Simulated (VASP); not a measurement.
Set up this calculation in VASP 6.6.1, as the native input.

```yaml
Task: single point
Functional: BLYP
Dispersion: D3(BJ)
Potentials_or_basis: VASP PAW PBE potentials, release 64 (Al, O)
Cutoff: 520 eV
k_mesh: 7 × 7 × 7
Occupations: fermi-dirac, width 0.05 eV
Spin: no spin polarisation
Dipole_correction: no
Further_INCAR_settings: ALGO = Normal; EDIFF = 1e-06; NBANDS = 35
```

The structure of Al2O3 lies in POSCAR:

```
Al2O3
1.0
    2.3960137044      1.3833391572      4.3605553615
   -2.3960137044      1.3833391572      4.3605553615
    0.0000000000     -2.7666783145      4.3605553615
Al O
4 6
Direct
    0.8521600000      0.8521600000      0.8521600000
    0.6478400000      0.6478400000      0.6478400000
    0.1478400000      0.1478400000      0.1478400000
    0.3521600000      0.3521600000      0.3521600000
    0.0566800000      0.7500000000      0.4433200000
    0.7500000000      0.4433200000      0.0566800000
    0.4433200000      0.0566800000      0.7500000000
    0.9433200000      0.2500000000      0.5566800000
    0.2500000000      0.5566800000      0.9433200000
    0.5566800000      0.9433200000      0.2500000000
```

The input as run:

INCAR

```
SYSTEM = Al2O3
AGGAC = 1.0 ; AGGAX = 1.0
ALDAC = 0.0 ; ALDAX = 1.0
ALGO = Normal ; EDIFF = 1E-6
ENCUT = 520 ; GGA = B5
ISIF = 2 ; ISMEAR = -1
IVDW = 12 ; LASPH = .True.
LCHARG = .False. ; LREAL = .False.
LWAVE = .False. ; NBANDS = 35
NELM = 80 ; PREC = Accurate
SIGMA = 0.05 ; VDW_A1 = 0.4298
VDW_A2 = 4.2359 ; VDW_S6 = 1.0
VDW_S8 = 2.6996
```

KPOINTS

```
k-points
0
Gamma
  7 7 7
  0 0 0
```

Potentials or basis: VASP PAW PBE potentials, release 64 (Al, O).

Command:

```console
$ cat potpaw_PBE.64/Al/POTCAR potpaw_PBE.64/O/POTCAR > POTCAR
$ mpirun -np 1 vasp_std > vasp.out
```

Results of the run:

```
Pressure                   : -2.7 GPa
Largest force              : 0.040 eV/Å
Band gap on the k mesh     : 6.22 eV
Dispersion energy per atom : -0.497 eV
```

Caveat: the PAW data sets were made with another functional, which shifts forces and pressure a little; an odd mesh through Γ misses points on the zone boundary, where band edges can lie.

Wall time 94 s on 1 thread of Intel(R) Xeon(R) 6975P-C (Granite Rapids), with other jobs on the host, peak memory 0.27 GiB.
